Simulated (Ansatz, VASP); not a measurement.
CdS in VASP and in Ansatz

File POSCAR:

```
CdS
1.0
    3.4160221691      0.0000000000      0.0000000000
    0.0000000000      3.4160221691      0.0000000000
    0.0000000000      0.0000000000      4.4774290574
Cd S
1 1
Direct
    0.5000000000      0.5000000000      0.5000000000
    0.0000000000      0.0000000000      0.0000000000
```

The input INCAR.step1:

```
SYSTEM = CdS
PREC = Accurate
ENCUT = 600
ISMEAR = 0
SIGMA = 0.1
LREAL = .False.
LASPH = .True.
NELM = 100
GGA = PE
ALGO = Normal
EDIFF = 1E-4
LWAVE = .True.
LCHARG = .False.
```

The input INCAR.step2:

```
SYSTEM = CdS
PREC = Accurate
ENCUT = 600
EDIFF = 1E-6
ISMEAR = 0
SIGMA = 0.1
LREAL = .False.
LASPH = .True.
NELM = 100
ALGO = Normal
ISIF = 3
LWAVE = .False.
LCHARG = .False.
METAGGA = R2SCAN
LMIXTAU = .True.
IBRION = 2
NSW = 90
EDIFFG = -0.04
ISTART = 1
```

File KPOINTS:

```
regular mesh
0
Gamma
  6 6 4
  0 0 0
```

Input for Ansatz:

```yaml
crystal:
  lattice:
    - [3.4160221691, 0.0, 0.0]
    - [0.0, 3.4160221691, 0.0]
    - [0.0, 0.0, 4.4774290574]
  atoms:
    - { symbol: Cd, position: [0.5, 0.5, 0.5] }
    - { symbol: S, position: [0.0, 0.0, 0.0] }
basis:
  ecutwfc: 500
kpoints:
  mp_grid: { grid: [6, 6, 4] }
hamiltonian:
  xc: r2scan
scf:
  occupations: { method: gaussian, width: 0.1 }
  lower_state_search: "off"
output:
  forces: true
  stress: true
  eigenvalues: true
relax:
  adjacent_minimum: "off"
  f_tol: 0.04
  max_steps: 70
  cell: { stress_tol: 0.4 }
```

Alike in both runs: task relaxation of cell and atoms; functional r2SCAN; k mesh 6 × 6 × 4; occupations gaussian, width 0.1 eV; no spin polarisation.

```csv
,VASP,Ansatz
version,VASP 6.6.1,Ansatz 0.2.0
potentials or method,"VASP PAW PBE potentials, release 64 (Cd, S), cutoff 600 eV","scalar-relativistic, plane waves, PAW"
valence electrons in the cell,18,26
```

|  | VASP | Ansatz | Ansatz less VASP |
| --- | --- | --- | --- |
| gap on the k mesh at the Fermi level, each at its own relaxed structure (eV) | none | none | - |
| relaxed volume (Å³/atom) | 19.54 | 19.47 | -0.070 |
| relaxed length of the cell vector where the two differ most in proportion (Å) | 3.368 | 3.361 | -0.0066 |

VASP's potentials were made for PBE, not for r2SCAN. A gap of «none» marks a metal or a gap that the smearing closes. VASP's potentials hold 18 valence electrons a cell and Ansatz's 26, so a difference there can come from the potentials and not from the codes.

Noted on VASP's run: the volume moved by over 15 % at a fixed basis, so the end points are rough.
